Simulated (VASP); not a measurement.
Here is a VASP 6.6.1 calculation.

The input INCAR:

```
  ALGO = Normal
  EDIFF = 1E-6
  ENCUT = 520
  GGA = PE
  ISIF = 2
  ISMEAR = 0
  IVDW = 12
  LASPH = True
  LCHARG = True
  LELF = True
  LREAL = False
  LVHAR = True
  LWAVE = False
  NBANDS = 11
  NELM = 100
  PREC = Accurate
  SIGMA = 0.15
```

The input KPOINTS:

```
k-points
0
Gamma
  21 21 12
```

POSCAR

```
C
1.0
    2.4030435525      0.0000000000      0.0000000000
   -1.2015217762      2.0810967628      0.0000000000
    0.0000000000      0.0000000000      3.4826705289
C
2
Direct
    0.3192782444      0.6385564889      0.0000000000
    0.6807217556      0.3614435111      0.0000000000
```

Potentials or basis: VASP PAW PBE potentials, release 64 (C).

Run with:

```sh
$ cat potpaw_PBE.64/C/POTCAR > POTCAR
$ mpirun -np 1 vasp_std > vasp.out
```

Q: What does it give for the pressure?

A: 30.9 GPa.

Q: Estimate the largest force.

A: 6.407 eV/Å.

Q: Predict the band gap on the k mesh.

A: Zero (band 4 reaches 4.99 eV, above the bottom of band 5 at 4.53 eV).

Stress tensor (GPa, compression positive):
```
64.86  0.00  0.00
 0.00 27.29  0.00
 0.00  0.00  0.46
```

Caveat: forces of over 1 eV/Å act on the atoms, so gaps and moduli don't describe the material at rest.
